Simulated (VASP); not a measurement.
# H24CO11 in VASP: further runs

H24CO11 is run at these levels: PBE+D3(BJ); tasks: single point.

Program: VASP 6.6.1. These are calculated values, not measurements. Logs are shortened: lines on timing, memory, paths and dates and some standing lists are left out, and cuts for length are marked.

### Step 1. The cell of the first run

The cell holds a disordered packing, 36 atoms: a = 7.160 Å, b = 7.160 Å, c = 7.160 Å, α = 90.00°, β = 90.00°, γ = 90.00°.

### Step 2. Single point, PBE+D3(BJ)

INCAR

```
SYSTEM = H24CO11
  PREC = Accurate
  ENCUT = 520
  EDIFF = 1E-6
  ISMEAR = -1
  SIGMA = 0.02
  LREAL = Auto
  LASPH = .True.
  NELM = 80
  ALGO = Normal
  ISIF = 2
  LWAVE = .False.
  LCHARG = .True.
  GGA = PE
  IVDW = 12
  LELF = .True.
  LVHAR = .True.
  NBANDS = 71
```

KPOINTS

```
regular mesh
0
Gamma
  1 1 1
  0 0 0
```

POSCAR

```
H24CO11
1.0
    7.1595990000      0.0000000000      0.0000000000
    0.0000000000      7.1595990000      0.0000000000
    0.0000000000      0.0000000000      7.1595990000
O H C
11 24 1
Direct
    0.5158529130      0.2939410433      0.9574837920
    0.2419269571      0.9957959936      0.4663948358
    0.8891699102      0.4162383955      0.3725767323
    0.8343204696      0.1115984289      0.1838929806
    0.6966730958      0.7878932884      0.3610397733
    0.0853120405      0.6810157943      1.0534388867
    0.3100871990      0.6985307417      0.7548327776
    0.4086541718      0.9401504190      0.1245879832
    0.7246634902      0.8685123287      0.7778647938
    0.8014275660      0.2597212498      0.7245098503
    0.2657830418      0.3371836886      0.5597520196
    0.6159423174      0.2640231667      0.8593079026
    0.4221186131      0.3671993362      0.8881363328
    0.2470110407      0.8902314222      0.5445835723
    0.2922929063      0.9860328770      0.3512487222
    0.8590844264      0.3012459217      0.2889547306
    1.0155038013      0.3954411413      0.3995335493
    0.7932706846      0.0142605752      0.2760769144
    0.7354462170      0.1233448968      0.0985669728
    0.6002850160      0.7908543481      0.2666071103
    0.7728784810      0.6795771663      0.3428404300
   -0.0175289147      0.7553076646      1.0735517450
    0.0303368946      0.5753813866      1.0027796249
    0.2171490331      0.7033773819      0.8481759942
    0.2791357449      0.5835522353      0.6918683574
    0.4178585979      1.0537880683      0.0454075710
    0.3602296721      0.8395302586      0.0455332764
    0.5927845959      0.8316806570      0.7496509232
    0.8080620158      0.8058132865      0.6919940628
    0.8046819382      0.3327281318      0.5925331852
    0.7923069434      0.1273255667      0.7093134685
    0.3675624850      0.5005727276      0.3387899238
    0.2773758698      0.2029722614      0.5235768093
    0.5242193033      0.4814655122      0.5455612807
    0.5002095788      0.3138304254      0.3908878137
    0.4190737498      0.4062378354      0.4542153827
```

Potentials or basis: VASP PAW PBE potentials, release 64 (O, H, C).

Command:

```console
cat potpaw_PBE.64/O/POTCAR potpaw_PBE.64/H/POTCAR potpaw_PBE.64/C/POTCAR > POTCAR
mpirun -np 1 vasp_gam > vasp.out
```

OUTCAR:

```text
SYSTEM = H24CO11
   PREC = Accurate
   ENCUT = 520
   EDIFF = 1E-6
   ISMEAR = -1
   LREAL = Auto
   LASPH = .True.
   NELM = 80
   ISIF = 2
   GGA = PE
   IVDW = 12
 IVDW          = 12

 ion  position               nearest neighbor table
   1  0.516  0.294  0.957-  13 0.99  12 1.03
   2  0.242  0.996  0.466-  15 0.90  14 0.94
   3  0.889  0.416  0.373-  17 0.94  16 1.04
   4  0.834  0.112  0.184-  19 0.94  18 1.00
   5  0.697  0.788  0.361-  21 0.96  20 0.97
   6  0.085  0.681  0.053-  22 0.92  23 0.93
   7  0.310  0.699  0.755-  24 0.94  25 0.96
   8  0.409  0.940  0.125-  27 0.98  26 0.99
   9  0.725  0.869  0.778-  29 0.97  28 1.00
  10  0.801  0.260  0.725-  31 0.96  30 1.08
  11  0.266  0.337  0.560-  33 1.00  36 1.42
  12  0.616  0.264  0.859-   1 1.03
  13  0.422  0.367  0.888-   1 0.99
  14  0.247  0.890  0.545-   2 0.94
  15  0.292  0.986  0.351-   2 0.90
  16  0.859  0.301  0.289-   3 1.04
  17  0.016  0.395  0.400-   3 0.94
[... 16 lines left out ...]
  34  0.524  0.481  0.546-  36 1.13
  35  0.500  0.314  0.391-  36 0.99
  36  0.419  0.406  0.454-  35 0.99  32 1.13  34 1.13  11 1.42

  LATTYP: Found a simple cubic cell.
 ALAT       =     7.1595990000

  Lattice vectors:

 A1 = (   7.1595990000,   0.0000000000,   0.0000000000)
 A2 = (   0.0000000000,   7.1595990000,   0.0000000000)
 A3 = (   0.0000000000,   0.0000000000,   7.1595990000)

Analysis of symmetry for initial positions (statically):
=====================================================================
 Subroutine PRICEL returns:
 Original cell was already a primitive cell.

 Routine SETGRP: Setting up the symmetry group for a
 simple cubic supercell.

 Subroutine GETGRP returns: Found  1 space group operations
 (whereof  1 operations were pure point group operations)
 out of a pool of 48 trial point group operations.

The static configuration has the point symmetry C_1 .

Analysis of symmetry for dynamics (positions and initial velocities):
=====================================================================
 Subroutine PRICEL returns:
 Original cell was already a primitive cell.

 Routine SETGRP: Setting up the symmetry group for a
 simple cubic supercell.

 Subroutine GETGRP returns: Found  1 space group operations
 (whereof  1 operations were pure point group operations)
 out of a pool of 48 trial point group operations.

The dynamic configuration has the point symmetry C_1 .

 Subroutine INISYM returns: Found  1 space group operations
 (whereof  1 operations are pure point group operations),
 and found     1 'primitive' translations

----------------------------------------------------------------------------------------

                                     Primitive cell

  volume of cell :     367.0000

  direct lattice vectors                    reciprocal lattice vectors
     7.159599000  0.000000000  0.000000000     0.139672627  0.000000000  0.000000000
     0.000000000  7.159599000  0.000000000     0.000000000  0.139672627  0.000000000
     0.000000000  0.000000000  7.159599000     0.000000000  0.000000000  0.139672627

  length of vectors
     7.159599000  7.159599000  7.159599000     0.139672627  0.139672627  0.139672627

  position of ions in fractional coordinates (direct lattice)
     0.515852913  0.293941043  0.957483792
     0.241926957  0.995795994  0.466394836
     0.889169910  0.416238396  0.372576732
     0.834320470  0.111598429  0.183892981
     0.696673096  0.787893288  0.361039773
     0.085312040  0.681015794  0.053438887
[... 28 lines left out ...]
     0.500209579  0.313830425  0.390887814
     0.419073750  0.406237835  0.454215383

  ion indices of the primitive-cell ions
   primitive index   ion index
                 1           1
                 2           2
                 3           3
                 4           4
                 5           5
                 6           6
[... 28 lines left out ...]
                35          35
                36          36

----------------------------------------------------------------------------------------

 KPOINTS: regular mesh

Automatic generation of k-mesh.
 Grid dimensions read from file:
 generate k-points for:    1    1    1

 Generating k-lattice:

  Cartesian coordinates                     Fractional coordinates (reciprocal lattice)
     0.139672627  0.000000000  0.000000000     1.000000000  0.000000000  0.000000000
     0.000000000  0.139672627  0.000000000     0.000000000  1.000000000  0.000000000
     0.000000000  0.000000000  0.139672627     0.000000000  0.000000000  1.000000000

  Length of vectors
     0.139672627  0.139672627  0.139672627

  Shift w.r.t. Gamma in fractional coordinates (k-lattice)
     0.000000000  0.000000000  0.000000000

 Subroutine IBZKPT returns following result:
 ===========================================

 Found      1 irreducible k-points:

 Following reciprocal coordinates:
            Coordinates               Weight
  0.000000  0.000000  0.000000      1.000000
   k-points           NKPTS =      1   k-points in BZ     NKDIM =      1   number of bands    NBANDS=     71
   number of dos      NEDOS =    301   number of ions     NIONS =     36
   total plane-waves  NPLWV = 157464
   dimension x,y,z NGX =    54 NGY =   54 NGZ =   54
   dimension x,y,z NGXF=   108 NGYF=  108 NGZF=  108
   ions per type =              11  24   1
   NGX,Y,Z   is equivalent  to a cutoff of  12.54, 12.54, 12.54 a.u.
   NGXF,Y,Z  is equivalent  to a cutoff of  25.08, 25.08, 25.08 a.u.
 SYSTEM =  H24CO11
   PREC   = accura    normal or accurate (medium, high low for compatibility)
   ISTART =      0    job   : 0-new  1-cont  2-samecut
   ICHARG =      2    charge: 1-file 2-atom 10-const
   ISPIN  =      1    spin polarized calculation?
   LNONCOLLINEAR =      F non collinear calculations
   LSORBIT =      F    spin-orbit coupling
   LASPH  =      T    aspherical Exc in radial PAW
   ENCUT  =  520.0 eV  38.22 Ry    6.18 a.u.  13.31 13.31 13.31*2*pi/ulx,y,z
   NELM   =     80;   NELMIN=  2; NELMDL= -5     # of ELM steps
   EDIFF  = 0.1E-05   stopping-criterion for ELM
   LREAL  =      T    real-space projection
   EDIFFG = 0.1E-04   stopping-criterion for IOM
   NSW    =      0    number of steps for IOM
   IBRION =     -1    ionic relax: 0-MD 1-quasi-New 2-CG
   NFREE  =      0    steps in history (QN), initial steepest desc. (CG)
   ISIF   =      2    stress and relaxation
   ISYM   =      2    0-nonsym 1-usesym 2-fastsym
   POTIM  = 0.5000    time-step for ionic-motion
   TEBEG  =    0.0;   TEEND  =   0.0 temperature during run
   PSTRESS=    0.0 pullay stress
   NELECT =      94.0000    total number of electrons
   NUPDOWN=      -1.0000    fix difference up-down
   EMIN   =  10.00;   EMAX   =-10.00  energy-range for DOS
   EFERMI =   0.00;   METHOD = LEGACY
   ISMEAR =    -1;   SIGMA  =   0.02  broadening in eV -4-tet -1-fermi 0-gaus
   EFERMI_NEDOS =   21; number of points for ismear=-14 and -15
   IALGO  =     38    algorithm
   IMIX   =      4    mixing-type and parameters
     AMIX     =   0.40;   BMIX     =  1.00
     AMIX_MAG =   1.60;   BMIX_MAG =  1.00
  volume/ion in A,a.u.               =      10.19        68.80
  Fermi-wavevector in a.u.,A,eV,Ry     =   1.039670  1.964691 14.706717  1.080913
  Thomas-Fermi vector in A             =   2.174211
   LORBIT       =      0    0 simple, 1 ext, 2 COOP (PROOUT), +10 PAW based schemes
   GGA     = PE    functional components
   LHFCALC =     F    Hartree Fock is set to
   AEXX    =    0.0000 exact exchange contribution
   IVDW    =    12    specifies the selected vdW correction
   LEPSILON=     F    determine dielectric tensor
   LRPA    =     F    only Hartree local field effects (RPA)
 non-spin polarized calculation
  energy-cutoff  :      520.00
  volume of cell :      367.00
 maximum number of plane-waves:      4922
 NGX is ok and might be reduce to    54
   NGX = 27   NGY = 27   NGZ = 27

 number of electron      94.0000004 magnetization

 Free energy of the ion-electron system (eV)
  ---------------------------------------------------
  ext. energy  EPLUGINS =         0.00000000
  ---------------------------------------------------
  free energy    TOTEN  =      -175.18722521 eV

  energy without entropy =     -175.18722521  energy(sigma->0) =     -175.18722521

 E-fermi :  -2.6736     XC(G=0):  -6.7189

 val. band max:       -3.2091522739   @ k =   0.0000   0.0000   0.0000
 cond. band min:       1.0195058279   @ k =   0.0000   0.0000   0.0000
 fundamental gap:      4.2286581018
 Fermi energy:        -2.6736276283

 k-point     1 :       0.0000    0.0000    0.0000
  band No.  band energies     occupation
      1     -23.7372      2.00000
      2     -22.9251      2.00000
      3     -22.6949      2.00000
      4     -22.5912      2.00000
      5     -22.3153      2.00000
      6     -22.1759      2.00000
[... 51 lines left out ...]
     58       5.8156      0.00000
     59       6.1496      0.00000
 [bands above 59 left out]

------------------------ aborting loop because EDIFF is reached ----------------------------------------

 Edisp (eV)   -1.21031

 E8    (eV) :    -0.2493

  FORCE on cell =-STRESS in cart. coord.  units (eV):
  Direction    XX          YY          ZZ          XY          YZ          ZX
  --------------------------------------------------------------------------------------
  -------------------------------------------------------------------------------------
  Total       5.75380     6.76583     4.19907    -2.90692     5.72456    -3.68525
  in kB      25.11880    29.53696    18.33146   -12.69048    24.99116   -16.08835
  external pressure =       24.33 kB  Pullay stress =        0.00 kB

 VOLUME and BASIS-vectors are now :
 -----------------------------------------------------------------------------
  energy-cutoff  :      520.00
  volume of cell :      367.00
      direct lattice vectors                 reciprocal lattice vectors
     7.159599000  0.000000000  0.000000000     0.139672627  0.000000000  0.000000000
     0.000000000  7.159599000  0.000000000     0.000000000  0.139672627  0.000000000
     0.000000000  0.000000000  7.159599000     0.000000000  0.000000000  0.139672627

 POSITION                                       TOTAL-FORCE (eV/Angst)
 -----------------------------------------------------------------------------------
      3.69330      2.10450      6.85520        -0.166737     -0.353254     -0.479127
      1.73210      7.12950      3.33920        -2.350861      2.358551      3.390470
      6.36610      2.98010      2.66750        -2.465562     -0.202605     -0.691575
      5.97340      0.79900      1.31660         1.300529     -0.560758      1.706924
      4.98790      5.64100      2.58490         0.055579      1.114035      0.589051
      0.61080      4.87580      0.38260         3.132694      0.136050      0.260701
[... 28 lines left out ...]
      3.58130      2.24690      2.79860         2.204866     -3.798783     -2.056540
      3.00040      2.90850      3.25200        -1.310776      4.962196      1.451439
 -----------------------------------------------------------------------------------
    total drift:                                0.002479     -0.008154      0.011694

  FREE ENERGIE OF THE ION-ELECTRON SYSTEM (eV)
  ---------------------------------------------------
  free  energy   TOTEN  =      -176.3975375876 eV

  energy  without entropy=     -176.3975375876  energy(sigma->0) =     -176.39753759
```

Run time: 58 s. Hardware: 1 thread of Intel Xeon Platinum 8259CL at 2.50GHz (Skylake/Cascade Lake), shared host; peak memory 0.39 GiB.

Results:

* Free energy: -176.3975 eV
* Pressure: 2.4 GPa
* Largest force: 5.334 eV/Å
* Band gap on the k mesh: 4.23 eV
* Dispersion energy per atom: -0.034 eV

Forces on the atoms (eV/Å):
```
O   -0.167 -0.353 -0.479
O   -2.351  2.359  3.390
O   -2.466 -0.203 -0.692
O    1.301 -0.561  1.707
O    0.056  1.114  0.589
O    3.133  0.136  0.261
O    1.415  0.475 -1.449
O    0.015 -0.060 -0.266
O   -0.829  0.234  0.461
O   -0.052  2.621 -1.557
O    0.589  0.226 -0.407
H   -0.366  0.725  0.288
H    0.402 -0.408  0.253
H    0.535 -1.578  0.810
H    1.956 -1.262 -4.344
H    0.026  0.588  0.425
H    2.427 -0.154  0.814
H    0.159  0.142 -0.521
H   -1.468  0.150 -1.269
H   -0.423  0.050 -0.417
H    0.505 -1.197 -0.209
H   -2.443  2.464  0.690
H   -1.005 -2.699 -0.871
H   -1.482  0.444  1.727
H    0.096 -0.799 -0.592
H    0.178 -0.020  0.073
H   -0.029  0.344  0.205
H    1.190 -0.019 -0.093
H   -0.401 -0.214 -0.366
H    0.226 -1.710  1.949
H    0.022 -1.203 -0.571
H    0.327 -0.119  0.685
H   -1.104 -0.707  0.851
H   -0.868  0.030 -0.469
H    2.205 -3.799 -2.057
C   -1.311  4.962  1.451
```

Stress tensor (GPa, compression positive):
```
 2.51 -1.27 -1.61
-1.27  2.95  2.50
-1.61  2.50  1.83
```

Levels at points of the mesh, in eV from the valence-band top:
```tsv
k point	band 45	band 46	band 47	band 48	band 49	band 50
(0.00, 0.00, 0.00)	-0.64	-0.46	0.00	4.23	6.86	7.04
```

Caveat: the k points lie up to 0.88 Å⁻¹ apart; the atoms stand as in a frame of molecular dynamics.

### Step 3. Single point, PBE+D3(BJ)

INCAR

```
SYSTEM = H24CO11
PREC = Accurate
ENCUT = 520
EDIFF = 1E-7
ISMEAR = -1
SIGMA = 0.02
LREAL = Auto
LASPH = .True.
NELM = 100
ALGO = Normal
ISIF = 2
LWAVE = .False.
LCHARG = .True.
GGA = PE
IVDW = 12
LELF = .True.
LVHAR = .True.
NBANDS = 71
```

KPOINTS is that of step 2.

POSCAR

```
H24CO11
1.0
    7.1595990000      0.0000000000      0.0000000000
    0.0000000000      7.1595990000      0.0000000000
    0.0000000000      0.0000000000      7.1595990000
O H C
11 24 1
Direct
    0.5073747845      0.3419465252      1.0051261251
    0.2333929596      0.9648305722      0.4565060138
    0.8964328868      0.4345215423      0.4258059704
    0.8579251436      0.1365579273      0.1678445958
    0.7439802145      0.7824181215      0.3768646819
    0.0696547390      0.6073943527      1.0319432694
    0.2842337958      0.6742416719      0.7436170657
    0.4229706161      0.9757110699      0.0986926782
    0.6740321630      0.8699090550      0.7805744428
    0.7877256813      0.2808397509      0.7814264458
    0.2580032764      0.3594894072      0.4958517928
    0.6148389037      0.3446701414      0.9092827685
    0.4085564010      0.4266998752      0.9571346105
    0.2605034165      0.8746579243      0.5564138438
    0.2782837419      0.9305549096      0.3445304688
    0.8814739485      0.3235376730      0.3540840765
    1.0334098320      0.4171323003      0.4685457943
    0.8411225266      0.0082965540      0.2218001315
    0.8207582576      0.1285546858      0.0307000434
    0.6355104525      0.7744567817      0.2945556029
    0.8029080958      0.6635427487      0.3987513826
    0.1347980522      0.6558328197      1.1373961028
    0.0034778484      0.5057685493      1.0875469422
    0.1858623646      0.6731941272      0.8576318311
    0.2662579287      0.5550590194      0.6750238386
    0.4512263885      1.1066122558      0.0470557080
    0.4770378900      0.8891419757      0.0115509262
    0.5662467968      0.7978659140      0.7320242377
    0.7534081169      0.8235517101      0.6772306661
    0.8207163558      0.3581485499      0.6657775107
    0.7567183581      0.1648276670      0.7190067488
    0.4262110210      0.3699788214      0.2468294663
    0.2279596944      0.2232666941      0.4605146182
    0.5254763570      0.4857255274      0.4620789516
    0.5228086098      0.2536035887      0.4259596103
    0.4373568967      0.3704257738      0.4023130346
```

Potentials or basis: VASP PAW PBE potentials, release 64 (O, H, C).

Command:

```console
cat potpaw_PBE.64/O/POTCAR potpaw_PBE.64/H/POTCAR potpaw_PBE.64/C/POTCAR > POTCAR
mpirun -np 1 vasp_gam > vasp.out
```

It took 69 s on 1 thread of Intel Xeon Platinum 8259CL at 2.50GHz (Skylake/Cascade Lake), shared host; peak memory 0.36 GiB.

It converged, with:

```yaml
Free_energy: -176.4942 eV
Pressure: -0.7 GPa
Largest_force: 5.279 eV/Å
Band_gap_on_the_k_mesh: 4.34 eV
Dispersion_energy_per_atom: -0.034 eV
```

Forces on the atoms (eV/Å):
```
O   -0.010  0.580 -1.303
O   -2.151  1.861  4.447
O    1.643  0.815  1.871
O   -0.344 -0.890 -1.045
O   -0.334  1.644  0.064
O    0.030  0.384 -0.362
O   -1.117  0.025  1.222
O   -0.166  1.043  0.208
O   -0.133 -0.968 -1.264
O    0.573  1.028 -1.507
O    0.113 -1.762 -0.647
H   -0.857 -0.127  0.563
H    0.668 -0.525  0.025
H    0.021 -0.126 -0.151
H    2.071 -1.407 -4.373
H   -0.728 -1.461 -1.433
H   -0.835  0.591 -0.581
H    0.067  0.822 -0.410
H    0.567  0.090  1.910
H    0.271 -0.290  0.214
H    0.099 -1.159 -0.484
H    0.574  0.794  0.815
H   -0.781 -1.030 -0.023
H    1.546 -0.470 -2.127
H   -0.081  0.351  0.370
H   -0.218 -1.074  0.518
H    0.293 -0.157 -0.546
H   -0.537  0.515  0.764
H    0.471  0.648  0.373
H   -0.153 -0.354  1.016
H   -0.379 -0.815  0.211
H   -0.102  0.661  0.932
H   -0.072  0.718  1.139
H   -0.886 -0.090 -0.496
H    0.635 -1.860  0.698
C    0.243  1.996 -0.609
```

Stress tensor (GPa, compression positive):
```
-0.75 -0.43 -0.68
-0.43 -0.81  1.05
-0.68  1.05 -0.69
```

Levels at points of the mesh, in eV from the valence-band top:
```csv
k point,band 45,band 46,band 47,band 48,band 49,band 50
"(0.00, 0.00, 0.00)",-0.45,-0.08,0.00,4.34,6.79,7.12
```

Caveat: the k points lie up to 0.88 Å⁻¹ apart; the atoms stand as in a frame of molecular dynamics.

(Part 1 of 2 ends here.)
